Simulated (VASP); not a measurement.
# HfSb2Au3 (P6/mmm) in VASP: notebook

Runs on HfSb2Au3. Level: PBE. Tasks: single point, relaxation of cell and atoms.

Everything below comes from runs of VASP 6.6.1. Logs are shortened: lines on timing, memory, paths and dates and some standing lists are left out, and cuts for length are marked.

## 1. The cell of the first run

Symmetry: P6/mmm, No. 191, hexagonal system. Conventional cell: a = 6.580 Å, b = 6.580 Å, c = 3.605 Å, α = 90.00°, β = 90.00°, γ = 120.00°. Within 4.7 Å of Hf (site symmetry 6/mmm) lie 2 Hf at 3.60 Å and 12 Au at 3.75 Å and 6 Sb at 3.80 Å. Within 3.5 Å of Sb (site symmetry -6m2) lie 6 Au at 2.62 Å. Within 3.5 Å of Au (site symmetry mmm) lie 4 Sb at 2.62 Å and 4 Au at 3.29 Å.

## 2. Single point, PBE

INCAR

```
PREC     = Accurate       # precision mode
ENCUT    = 520            # plane-wave cutoff, eV
EDIFF    = 1E-6           # SCF threshold, eV
ISMEAR   = 0              # smearing method
SIGMA    = 0.1            # smearing width, eV
LREAL    = False          # projectors in reciprocal space
LASPH    = True           # aspherical terms in the spheres
NELM     = 80             # most SCF steps
ALGO     = Fast           # electronic algorithm
ISIF     = 2              # what is computed and relaxed
LWAVE    = False          # write WAVECAR
LCHARG   = True           # write CHGCAR
GGA      = PE             # functional
LELF     = True           # ELF
LVHAR    = True         
NBANDS   = 36             # bands
```

KPOINTS

```
Automatic mesh
0
Gamma
  3 3 6
```

POSCAR

```
HfSb2Au3
1.0
    6.5803458200      0.0000000000      0.0000000000
   -3.2901729100      5.6987466400      0.0000000000
    0.0000000000      0.0000000000      3.6045204900
Hf Sb Au
1 2 3
Direct
    0.0000000000      0.0000000000      0.0000000000
    0.3333333300      0.6666666700      0.0000000000
    0.6666666700      0.3333333300      0.0000000000
    0.5000000000      0.0000000000      0.5000000000
    0.5000000000      0.5000000000      0.5000000000
    0.0000000000      0.5000000000      0.5000000000
```

Potentials or basis: VASP PAW PBE potentials, release 64 (Hf_pv, Sb, Au).

Launch:

```
$ cat potpaw_PBE.64/Hf_pv/POTCAR potpaw_PBE.64/Sb/POTCAR potpaw_PBE.64/Au/POTCAR > POTCAR
$ mpirun -np 1 vasp_std > vasp.out
```

OUTCAR:

```text
PREC = Accurate
   ENCUT = 520
   EDIFF = 1E-6
   ISMEAR = 0
   LREAL = False
   LASPH = True
   NELM = 80
   ISIF = 2
   GGA = PE

 ion  position               nearest neighbor table
   1  0.000  0.000  0.000-   2 3.80   3 3.80   2 3.80   3 3.80   3 3.80   2 3.80
   2  0.333  0.667  0.000-   4 2.62   4 2.62   6 2.62   6 2.62   5 2.62   5 2.62   1 3.80   1 3.80
                             1 3.80
   3  0.667  0.333  0.000-   4 2.62   4 2.62   6 2.62   6 2.62   5 2.62   5 2.62   1 3.80   1 3.80
                             1 3.80
   4  0.500  0.000  0.500-   2 2.62   3 2.62   2 2.62   3 2.62   5 3.29   6 3.29   5 3.29   6 3.29

   5  0.500  0.500  0.500-   2 2.62   3 2.62   2 2.62   3 2.62   4 3.29   4 3.29   6 3.29   6 3.29

   6  0.000  0.500  0.500-   2 2.62   3 2.62   2 2.62   3 2.62   4 3.29   4 3.29   5 3.29   5 3.29

  LATTYP: Found a hexagonal cell.
 ALAT       =     6.5803458200
 C/A-ratio  =     0.5477706778

  Lattice vectors:

 A1 = (   6.5803458200,   0.0000000000,   0.0000000000)
 A2 = (  -3.2901729100,   5.6987466400,   0.0000000000)
 A3 = (   0.0000000000,   0.0000000000,   3.6045204900)

Analysis of symmetry for initial positions (statically):
=====================================================================
 Subroutine PRICEL returns:
 Original cell was already a primitive cell.

 Routine SETGRP: Setting up the symmetry group for a
 hexagonal supercell.

 Subroutine GETGRP returns: Found 24 space group operations
 (whereof 24 operations were pure point group operations)
 out of a pool of 24 trial point group operations.

The static configuration has the point symmetry D_6h.

Analysis of symmetry for dynamics (positions and initial velocities):
=====================================================================
 Subroutine PRICEL returns:
 Original cell was already a primitive cell.

 Routine SETGRP: Setting up the symmetry group for a
 hexagonal supercell.

 Subroutine GETGRP returns: Found 24 space group operations
 (whereof 24 operations were pure point group operations)
 out of a pool of 24 trial point group operations.

The dynamic configuration has the point symmetry D_6h.

 Subroutine INISYM returns: Found 24 space group operations
 (whereof 24 operations are pure point group operations),
 and found     1 'primitive' translations

----------------------------------------------------------------------------------------
[... 90 lines left out ...]
   EDIFFG = 0.1E-04   stopping-criterion for IOM
   NSW    =      0    number of steps for IOM
   IBRION =     -1    ionic relax: 0-MD 1-quasi-New 2-CG
   NFREE  =      0    steps in history (QN), initial steepest desc. (CG)
   ISIF   =      2    stress and relaxation
   ISYM   =      2    0-nonsym 1-usesym 2-fastsym
   POTIM  = 0.5000    time-step for ionic-motion
   TEBEG  =    0.0;   TEEND  =   0.0 temperature during run
   PSTRESS=    0.0 pullay stress
   NELECT =      53.0000    total number of electrons
   NUPDOWN=      -1.0000    fix difference up-down
   EMIN   =  10.00;   EMAX   =-10.00  energy-range for DOS
   EFERMI =   0.00;   METHOD = LEGACY
   ISMEAR =     0;   SIGMA  =   0.10  broadening in eV -4-tet -1-fermi 0-gaus
   EFERMI_NEDOS =   21; number of points for ismear=-14 and -15
   IALGO  =     68    algorithm
   IMIX   =      4    mixing-type and parameters
     AMIX     =   0.40;   BMIX     =  1.00
     AMIX_MAG =   1.60;   BMIX_MAG =  1.00
  volume/ion in A,a.u.               =      22.53       152.03
  Fermi-wavevector in a.u.,A,eV,Ry     =   1.198234  2.264334 19.534761  1.435764
  Thomas-Fermi vector in A             =   2.334128
   LORBIT       =      0    0 simple, 1 ext, 2 COOP (PROOUT), +10 PAW based schemes
   GGA     = PE    functional components
   LHFCALC =     F    Hartree Fock is set to
   AEXX    =    0.0000 exact exchange contribution
   IVDW    =     0    specifies the selected vdW correction
   LEPSILON=     F    determine dielectric tensor
   LRPA    =     F    only Hartree local field effects (RPA)
 non-spin polarized calculation
 RMM-DIIS sequential band-by-band and
 Gauss-broadening in eV      SIGMA  =   0.10
  energy-cutoff  :      520.00
  volume of cell :      135.17
 maximum number of plane-waves:      3656
 NGX is ok and might be reduce to    50
   NGX = 25   NGY = 25   NGZ = 13

 number of electron      53.0000006 magnetization

 Free energy of the ion-electron system (eV)
  ---------------------------------------------------
  ext. energy  EPLUGINS =         0.00000000
  ---------------------------------------------------
  free energy    TOTEN  =       -23.35123054 eV

  energy without entropy =      -23.32860593  energy(sigma->0) =      -23.33991823

 E-fermi :   8.3720     XC(G=0): -10.9820

 val. band max:        8.3347258751   @ k =   0.3333  -0.0000   0.0000
 cond. band min:       8.4251845284   @ k =   0.3333   0.3333   0.1667
 fundamental gap:      0.0904586533
 Fermi energy:         8.3720230056

 k-point     1 :       0.0000    0.0000    0.0000
  band No.  band energies     occupation
      1     -24.5041      2.00000
      2     -24.5041      2.00000
      3     -24.1371      2.00000
      4      -5.0738      2.00000
      5      -2.3581      2.00000
      6       0.2343      2.00000
[... 457 lines left out ...]
     35      10.8214      0.00000
     36      11.9586      0.00000

------------------------ aborting loop because EDIFF is reached ----------------------------------------

  FORCE on cell =-STRESS in cart. coord.  units (eV):
  Direction    XX          YY          ZZ          XY          YZ          ZX
  --------------------------------------------------------------------------------------
  -------------------------------------------------------------------------------------
  Total        8.8354718      8.8354718     20.8034322      0.0000000      0.0000000      0.0000000
  in kB      104.7284704    104.7284702    246.5869043      0.0000000      0.0000000      0.0000000
  external PRESSURE =     152.0146150 kB  Pullay stress =       0.0000000 kB

 VOLUME and BASIS-vectors are now :
 -----------------------------------------------------------------------------
  energy-cutoff  :      520.00
  volume of cell :      135.17
      direct lattice vectors                 reciprocal lattice vectors
     6.580345820  0.000000000  0.000000000     0.151967697  0.087738591  0.000000000
    -3.290172910  5.698746640  0.000000000     0.000000000  0.175477182  0.000000000
     0.000000000  0.000000000  3.604520490     0.000000000  0.000000000  0.277429412

 POSITION                                       TOTAL-FORCE (eV/Angst)
 -----------------------------------------------------------------------------------
      0.00000      0.00000      0.00000        -0.000000     -0.000000      0.000000
     -0.00000      3.79916      0.00000        -0.000000      0.000000     -0.000000
      3.29017      1.89958      0.00000         0.000000      0.000000      0.000000
      3.29017      0.00000      1.80226        -0.000000     -0.000000      0.000000
      1.64509      2.84937      1.80226        -0.000000     -0.000000      0.000000
     -1.64509      2.84937      1.80226        -0.000000     -0.000000      0.000000
 -----------------------------------------------------------------------------------
    total drift:                               -0.000000      0.000000      0.000000

  FREE ENERGIE OF THE ION-ELECTRON SYSTEM (eV)
  ---------------------------------------------------
  free  energy   TOTEN  =       -23.3512305366 eV

  energy  without entropy=      -23.3286059256  energy(sigma->0) =      -23.33991823
```

OSZICAR:

```text
N       E                     dE             d eps       ncg     rms          rms(c)
DAV:   1     0.317119785352E+03    0.31712E+03   -0.24027E+04   864   0.132E+03
DAV:   2    -0.106962308901E+02   -0.32782E+03   -0.31568E+03   968   0.298E+02
DAV:   3    -0.257084236215E+02   -0.15012E+02   -0.14672E+02  1044   0.566E+01
DAV:   4    -0.259756904478E+02   -0.26727E+00   -0.26598E+00  1004   0.801E+00
DAV:   5    -0.259798074580E+02   -0.41170E-02   -0.41158E-02  1008   0.106E+00    0.227E+01
RMM:   6    -0.235556819149E+02    0.24241E+01   -0.58531E+00   919   0.109E+01    0.147E+01
RMM:   7    -0.233921798909E+02    0.16350E+00   -0.11540E+00   966   0.455E+00    0.750E+00
RMM:   8    -0.233933096893E+02   -0.11298E-02   -0.38335E-01  1028   0.223E+00    0.208E+00
RMM:   9    -0.233569307787E+02    0.36379E-01   -0.66748E-02   929   0.952E-01    0.728E-01
RMM:  10    -0.233517367909E+02    0.51940E-02   -0.14332E-02  1006   0.454E-01    0.301E-01
RMM:  11    -0.233511967051E+02    0.54009E-03   -0.36576E-03   970   0.238E-01    0.103E-01
RMM:  12    -0.233512555282E+02   -0.58823E-04   -0.70970E-04  1103   0.104E-01    0.560E-02
RMM:  13    -0.233512338575E+02    0.21671E-04   -0.17683E-04  1026   0.507E-02    0.224E-02
RMM:  14    -0.233512301445E+02    0.37129E-05   -0.33092E-05   984   0.215E-02    0.750E-03
RMM:  15    -0.233512305366E+02   -0.39212E-06   -0.83805E-06   879   0.101E-02
   1 F= -.23351231E+02 E0= -.23339918E+02  d E =-.226246E-01
```

Run time: 52 s. Hardware: 1 thread of Intel Xeon 6975P-C (Granite Rapids), shared host; peak memory 0.28 GiB.

Results:

```
Free energy : -23.3512 eV
Pressure    : 15.2 GPa
```

Stress tensor (GPa, compression positive):
```
10.47  0.00  0.00
 0.00 10.47  0.00
 0.00  0.00 24.66
```

Caveat: the k points lie up to 0.37 Å⁻¹ apart; spin-orbit coupling is left out, which moves the levels of the heavy elements.

## 3. Single point, PBE

This run uses another cell than the first one, of 22.73 Å³/atom, 1.009 times its volume.

INCAR

```
ALGO = Normal
EDIFF = 1E-7
ENCUT = 520
GGA = PE
ISIF = 2
ISMEAR = 0
LASPH = T
LCHARG = F
LREAL = F
LWAVE = F
NBANDS = 36
NELM = 100
PREC = Accurate
SIGMA = 0.1
```

KPOINTS

```
k-points
0
Gamma
  12 12 8
```

POSCAR

```
HfSb2Au3
1.0
    5.4780865995      0.0000000000      0.0000000000
   -2.7390432997      4.7441621593      0.0000000000
    0.0000000000      0.0000000000      5.2474049761
Hf Sb Au
1 2 3
Direct
    0.0000000000      0.0000000000      0.0000000000
    0.3333333333      0.6666666667      0.0000000000
    0.6666666667      0.3333333333      0.0000000000
    0.5000000000      0.0000000000      0.5000000000
    0.5000000000      0.5000000000      0.5000000000
    0.0000000000      0.5000000000      0.5000000000
```

Potentials or basis: VASP PAW PBE potentials, release 64 (Hf_pv, Sb, Au).

Launch:

```
$ cat potpaw_PBE.64/Hf_pv/POTCAR potpaw_PBE.64/Sb/POTCAR potpaw_PBE.64/Au/POTCAR > POTCAR
$ mpirun -np 1 vasp_std > vasp.out
```

Wall time 4.1 min (1 thread of Intel Xeon 6975P-C (Granite Rapids), shared host); peak memory 0.55 GiB.

It converged, with:

| Item | Value |
| --- | --- |
| Free energy | -26.8701 eV |
| Pressure | -0.3 GPa |

Levels at points of the mesh, in eV from the Fermi level:
| k point | band 22 | band 23 | band 24 | band 25 | band 26 | band 27 | band 28 | band 29 | band 30 | band 31 |
| --- | --- | --- | --- | --- | --- | --- | --- | --- | --- | --- |
| (0.00, 0.00, 0.00) | -1.73 | -1.73 | -1.32 | -1.22 | -1.22 | 1.17 | 1.17 | 1.19 | 1.90 | 2.14 |
| (0.50, 0.00, 0.00) | -2.12 | -1.99 | -1.75 | -1.54 | -0.80 | -0.01 | 0.52 | 0.75 | 1.36 | 1.62 |
| (0.00, 0.00, 0.50) | -2.93 | -2.21 | -1.32 | -0.39 | -0.39 | 0.32 | 0.36 | 0.36 | 1.73 | 2.85 |
| (0.50, 0.00, 0.50) | -3.06 | -2.98 | -2.48 | -0.43 | 0.09 | 0.09 | 1.01 | 1.46 | 1.75 | 1.78 |

Caveat: spin-orbit coupling is left out, which moves the levels of the heavy elements.

## 4. Relaxation of cell and atoms, PBE

This run uses another cell than the first one, of 22.70 Å³/atom, 1.008 times its volume.

INCAR

```
PREC = Accurate ; ENCUT = 600
EDIFF = 1E-6 ; ISMEAR = 0
SIGMA = 0.1 ; LREAL = F
LASPH = T ; NELM = 100
ALGO = Normal ; ISIF = 3
LWAVE = F ; LCHARG = F
GGA = PE ; IBRION = 2
NSW = 100 ; EDIFFG = -0.01
```

KPOINTS

```
regular mesh
0
Gamma
  12 12 8
```

POSCAR: that of step 3 with these lines changed.

```diff
@@ -2,5 +2,5 @@
 1.0
-    5.4780865995      0.0000000000      0.0000000000
-   -2.7390432997      4.7441621593      0.0000000000
-    0.0000000000      0.0000000000      5.2474049761
+    5.4897021350      0.0000000000      0.0000000000
+   -2.7448510675      4.7542215081      0.0000000000
+    0.0000000000      0.0000000000      5.2190583826
 Hf Sb Au
```

Potentials or basis: VASP PAW PBE potentials, release 64 (Hf_pv, Sb, Au).

Launch:

```
$ cat potpaw_PBE.64/Hf_pv/POTCAR potpaw_PBE.64/Sb/POTCAR potpaw_PBE.64/Au/POTCAR > POTCAR
$ mpirun -np 1 vasp_std > vasp.out
```

OUTCAR:

```text
PREC = Accurate
   ENCUT = 600
   EDIFF = 1E-6
   ISMEAR = 0
   LREAL = F
   LASPH = T
   NELM = 100
   ISIF = 3
   GGA = PE
   IBRION = 2
   NSW = 100
   EDIFFG = -0.01

 ion  position               nearest neighbor table
   1  0.000  0.000  0.000-   2 3.17   3 3.17   2 3.17   3 3.17   3 3.17   2 3.17
   2  0.333  0.667  0.000-   4 3.05   4 3.05   6 3.05   6 3.05   5 3.05   5 3.05   3 3.17   3 3.17
                             1 3.17   1 3.17   1 3.17   3 3.17
   3  0.667  0.333  0.000-   4 3.05   4 3.05   6 3.05   6 3.05   5 3.05   5 3.05   2 3.17   2 3.17
                             1 3.17   1 3.17   1 3.17   2 3.17
   4  0.500  0.000  0.500-   5 2.74   6 2.74   5 2.74   6 2.74   2 3.05   3 3.05   2 3.05   3 3.05

   5  0.500  0.500  0.500-   4 2.74   4 2.74   6 2.74   6 2.74   2 3.05   3 3.05   2 3.05   3 3.05

   6  0.000  0.500  0.500-   4 2.74   4 2.74   5 2.74   5 2.74   2 3.05   3 3.05   2 3.05   3 3.05

  LATTYP: Found a hexagonal cell.
[... 361 lines left out ...]
  energy without entropy =      -26.85674193  energy(sigma->0) =      -26.86366179

 E-fermi :   7.6595     XC(G=0): -11.0030

 val. band max:        7.6563400890   @ k =   0.3333  -0.0000   0.3750
 cond. band min:       7.6605783952   @ k =   0.3333   0.3333   0.1250
 fundamental gap:      0.0042383062
 Fermi energy:         7.6594908250

 k-point     1 :       0.0000    0.0000    0.0000
  band No.  band energies     occupation
      1     -24.6839      2.00000
      2     -24.2962      2.00000
      3     -24.2962      2.00000
      4      -4.3512      2.00000
      5       0.0938      2.00000
      6       0.1229      2.00000
[... 805 lines left out ...]
     30       8.9245      0.00000
     31       9.7156      0.00000

 [... further k-points ...]

------------------------ aborting loop because EDIFF is reached ----------------------------------------

  FORCE on cell =-STRESS in cart. coord.  units (eV):
  Direction    XX          YY          ZZ          XY          YZ          ZX
  --------------------------------------------------------------------------------------
  -------------------------------------------------------------------------------------
  Total        0.0088692      0.0088692     -0.0032852      0.0000000      0.0000000      0.0000000
  in kB        0.1044942      0.1044942     -0.0387048      0.0000000      0.0000000      0.0000000
  external PRESSURE =       0.0567612 kB  Pullay stress =       0.0000000 kB
[... 21 lines left out ...]
  FREE ENERGIE OF THE ION-ELECTRON SYSTEM (eV)
  ---------------------------------------------------
  free  energy   TOTEN  =       -26.8705816594 eV

  energy  without entropy=      -26.8567419279  energy(sigma->0) =      -26.86366179

 reached required accuracy - stopping structural energy minimisation
```

It took 17 min on 1 thread of AMD EPYC 7R13 (Zen 3), shared host; peak memory 0.64 GiB.

What came out:

```yaml
Free_energy: -26.8706 eV
Relaxed_volume: 22.66 Å³/atom
Relaxed_cell: a = 5.474 Å, b = 5.474 Å, c = 5.239 Å, α = 90.00°, β = 90.00°, γ = 120.00°
Space_group_after_relaxing_to_0.05_Å: P6/mmm (No. 191)
Energy_gained_by_relaxing: 0.3 meV/atom
Ionic_steps: 5
Pressure_after_relaxing: 0.0 GPa
```

Step by step:
| step | energy change (eV) | largest force (eV/Å) | pressure (GPa) | volume (Å³) |
| --- | --- | --- | --- | --- |
| 1 | 0.0000 | 0.0000 | -0.29 | 136.21 |
| 2 | -0.0008 | 0.0000 | 0.37 | 135.41 |
| 3 | -0.0011 | 0.0000 | 0.15 | 135.68 |
| 4 | -0.0015 | 0.0000 | 0.03 | 135.92 |
| 5 | -0.0015 | 0.0000 | 0.01 | 135.99 |

Final structure:
```cif
data_structure
_symmetry_space_group_name_H-M 'P 1'
_symmetry_Int_Tables_number 1
_cell_length_a 5.4745
_cell_length_b 5.4745
_cell_length_c 5.2395
_cell_angle_alpha 90.000
_cell_angle_beta 90.000
_cell_angle_gamma 120.000
_cell_volume 135.99
loop_
_atom_site_label
_atom_site_type_symbol
_atom_site_fract_x
_atom_site_fract_y
_atom_site_fract_z
_atom_site_occupancy
Hf1 Hf 0.00000 0.00000 0.00000 1
Sb1 Sb 0.33333 0.66667 0.00000 1
Sb2 Sb 0.66667 0.33333 0.00000 1
Au1 Au 0.50000 0.00000 0.50000 1
Au2 Au 0.50000 0.50000 0.50000 1
Au3 Au 0.00000 0.50000 0.50000 1
```

Caveat: spin-orbit coupling is left out, which moves the levels of the heavy elements.

## 5. The runs side by side

| task | cell | k mesh | cutoff (eV) | gap on the mesh (eV) | pressure (GPa) |
| --- | --- | --- | --- | --- | --- |
| single point | a = 6.580, b = 6.580, c = 3.605 Å, angles 90.0, 90.0, 120.0°, 6 atoms | 3 × 3 × 6 | 520 | none | 15.2 |
| single point | a = 5.478, b = 5.478, c = 5.247 Å, angles 90.0, 90.0, 120.0°, 6 atoms | 12 × 12 × 8 | 520 | none | -0.3 |
| relaxation of cell and atoms | relaxed from a = 5.490, b = 5.490, c = 5.219 Å, angles 90.0, 90.0, 120.0°, 6 atoms | 12 × 12 × 8 | 600 | none | 0.0 |

Alike in all rows: level PBE; potentials or basis VASP PAW PBE potentials, release 64 (Hf_pv, Sb, Au); no spin polarisation; smearing gaussian 0.1 eV.

Caveats: some runs use coarse meshes; spin-orbit coupling is left out, which moves the levels of the heavy elements.

Total energies depend on the potentials used, so only differences within one code and one set of settings carry meaning.
